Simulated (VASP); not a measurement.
## TeW: single point with PBEsol

Crystal: TeW.

```xyz
2
Lattice="0.0000 3.0242 3.0242 3.0242 0.0000 3.0242 3.0242 3.0242 0.0000" Properties=species:S:1:pos:R:3 pbc="T T T"
W     0.0000    0.0000    0.0000
Te    1.5121    1.5121    1.5121
```

- Program: VASP 6.6.1
- Task: single point
- Functional: PBEsol
- Potentials or basis: VASP PAW PBE potentials, release 64 (W_sv, Te)
- Cutoff: 520 eV
- k mesh: 12 × 12 × 12
- Occupations: gaussian, width 0.1 eV
- Spin: no spin polarisation

The pressure is -1.0 GPa and the band gap on the k mesh is zero (bands 10 and 11 overlap by 0.25 eV).

Levels at points of the mesh, in eV from the Fermi level:
```
           k point  band 7  band 8  band 9  band 10  band 11  band 12  band 13  band 14
(0.00, 0.00, 0.00)   -4.07   -4.07   -0.31    -0.31     1.59     4.73     4.73     4.73
(0.50, 0.00, 0.00)   -3.76   -3.76   -0.21    -0.06    -0.06     2.32     2.32     3.34
(0.50, 0.50, 0.00)   -3.22   -3.22   -1.29    -0.51     0.27     0.74     0.74     5.93
```

It took 58 s on 1 thread of Intel(R) Xeon(R) Platinum 8259CL CPU @ 2.50GHz (Skylake/Cascade Lake), on a shared host, peak memory 0.22 GiB.

Caveat: the PAW data sets were made with another functional, which shifts forces and pressure a little; spin-orbit coupling is left out, which moves the levels of the heavy elements.
